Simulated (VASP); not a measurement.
Here is a VASP 6.6.1 calculation.

The input POSCAR:

```
Cd2Ga
1.0
    0.0000000000      3.2300775541      3.2300775541
    3.2300775541      0.0000000000      3.2300775541
    3.2300775541      3.2300775541      0.0000000000
Cd Ga
2 1
Direct
    0.2500000000      0.2500000000      0.2500000000
    0.7500000000      0.7500000000      0.7500000000
    0.0000000000      0.0000000000      0.0000000000
```

The input INCAR.step1:

```
PREC = Accurate ; ENCUT = 520
ISMEAR = 0 ; SIGMA = 0.1
LREAL = F ; LASPH = T
NELM = 100 ; NBANDS = 26
GGA = PE ; ALGO = Normal
EDIFF = 1E-4 ; LWAVE = T
LCHARG = F
```

Contents of INCAR.step2:

```
PREC = Accurate ; ENCUT = 520
EDIFF = 1E-7 ; ISMEAR = 0
SIGMA = 0.1 ; LREAL = F
LASPH = T ; NELM = 100
ALGO = Normal ; ISIF = 2
LWAVE = F ; LCHARG = T
METAGGA = R2SCAN ; LMIXTAU = T
LELF = T ; LVHAR = T
NBANDS = 26 ; ISTART = 1
```

Contents of KPOINTS:

```
Automatic mesh
0
Gamma
  12 12 12
```

Potentials or basis: VASP PAW PBE potentials, release 64 (Cd, Ga_d).

Launch:

```console
$ cat potpaw_PBE.64/Cd/POTCAR potpaw_PBE.64/Ga_d/POTCAR > POTCAR
$ cp INCAR.step1 INCAR
$ mpirun -np 1 vasp_std > vasp.out
$ cp INCAR.step2 INCAR
$ mpirun -np 1 vasp_std > vasp.out
```

Q: Predict the band gap on the k mesh.

A: Zero (an odd number of electrons rules out a gap without spin polarisation).

Q: Predict the pressure.

A: 0.2 GPa.

Caveat: the PAW data sets were made with another functional, which shifts forces and pressure a little.
